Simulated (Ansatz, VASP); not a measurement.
## Two plane-wave programs on Te

```
Te
1.0
     0.00000    2.26582    2.26582
     2.26582    0.00000    2.26582
     2.26582    2.26582    0.00000
Te
1
Direct
  0.00000 0.00000 0.00000
```

Alike in both runs: task single point; functional LDA; k mesh 19 × 19 × 19; occupations fermi-dirac, width 0.1 eV; no spin polarisation.

|  | VASP | Ansatz |
| --- | --- | --- |
| version | VASP 6.6.1 | Ansatz 0.2.0 |
| potentials or method | VASP PAW LDA potentials, release 64 (Te), cutoff 520 eV | plane waves (420 eV) with PAW, scalar-relativistic |
| valence electrons in the cell | 6 | 16 |

Ansatz gave:

```
pressure (GPa) : 11.4
```

Q: Which values does VASP return?

A: Pressure (GPa): 11.5.

Ansatz warns that its potentials were made for another functional, while VASP's fit it. LDA's correlation is that of Perdew and Zunger in VASP and of Perdew and Wang (1992) in Ansatz. VASP's potentials hold 6 valence electrons a cell and Ansatz's 16, so a difference there can come from the potentials and not from the codes.

Neither program's run includes spin-orbit coupling.
